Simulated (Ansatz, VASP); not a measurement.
## W in VASP and in Ansatz

```
W
1.0
    -1.56808    1.56808    1.56808
     1.56808   -1.56808    1.56808
     1.56808    1.56808   -1.56808
W
1
Direct
  0.00000 0.00000 0.00000
```

Alike in both runs: task single point; functional LDA; k mesh 20 × 20 × 20; occupations gaussian, width 0.15 eV; no spin polarisation.

```csv
,VASP,Ansatz
version,VASP 6.6.1,Ansatz 0.2.0
potentials or method,"VASP PAW LDA potentials, release 64 (W_sv), cutoff 520 eV","scalar-relativistic, plane waves, PAW"
valence electrons in the cell,14,14
```

|  | VASP | Ansatz | Ansatz less VASP |
| --- | --- | --- | --- |
| gap on the k mesh at the Fermi level (eV) | none | none | - |
| pressure (GPa) | 1.7 | -0.2 | -1.87 |

Ansatz warns that its potentials were made for another functional, while VASP's fit it. LDA's correlation is that of Perdew and Zunger in VASP and of Perdew and Wang (1992) in Ansatz. A gap of «none» marks a metal or a gap that the smearing closes.

Spin-orbit coupling is off throughout.
